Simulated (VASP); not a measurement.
Set up this calculation in VASP 6.6.1, as the native input.

```
Task                   : single point
Functional             : PBE
Potentials or basis    : VASP PAW PBE potentials, release 64 (Si)
Cutoff                 : 520 eV
k mesh                 : 18 × 18 × 18
Occupations            : fermi-dirac, width 0.05 eV
Spin                   : no spin polarisation
Dipole correction      : no
Further INCAR settings : ALGO = Normal; EDIFF = 1e-06; NBANDS = 8
```

The structure of Si lies in POSCAR:

```
Si
1.0
    0.0000000000      1.7680532949      1.7680532949
    1.7680532949      0.0000000000      1.7680532949
    1.7680532949      1.7680532949      0.0000000000
Si
1
Direct
    0.0000000000      0.0000000000      0.0000000000
```

This cell differs from its parent crystal: volume scaled by 0.76.

These files were run (other wordings do the same):

INCAR

```
SYSTEM = Si
ALGO     = Normal         ! electronic algorithm
EDIFF    = 1E-6           ! SCF threshold, eV
ENCUT    = 520            ! plane-wave cutoff, eV
GGA      = PE             ! functional
ISIF     = 2              ! what is computed and relaxed
ISMEAR   = -1             ! smearing method
LASPH    = .True.         ! aspherical terms in the spheres
LCHARG   = .True.         ! write CHGCAR
LELF     = .True.         ! ELF
LREAL    = .False.        ! projectors in reciprocal space
LVHAR    = .True.       
LWAVE    = .False.        ! write WAVECAR
NBANDS   = 8              ! bands
NELM     = 60             ! most SCF steps
PREC     = Accurate       ! precision mode
SIGMA    = 0.05           ! smearing width, eV
```

KPOINTS

```
k-points
0
Gamma
  18 18 18
  0 0 0
```

Potentials or basis: VASP PAW PBE potentials, release 64 (Si).

Launch:

```console
$ cat potpaw_PBE.64/Si/POTCAR > POTCAR
$ mpirun -np 1 vasp_std > vasp.out
```

Results of the run:

```
Pressure               : 39.5 GPa
Band gap on the k mesh : zero (band 2 reaches 27.16 eV, above the bottom of band 3 at 10.78 eV)
```

Wall time 19 s on 1 thread of Intel Xeon 8259CL, on a shared host, peak memory 0.12 GiB.
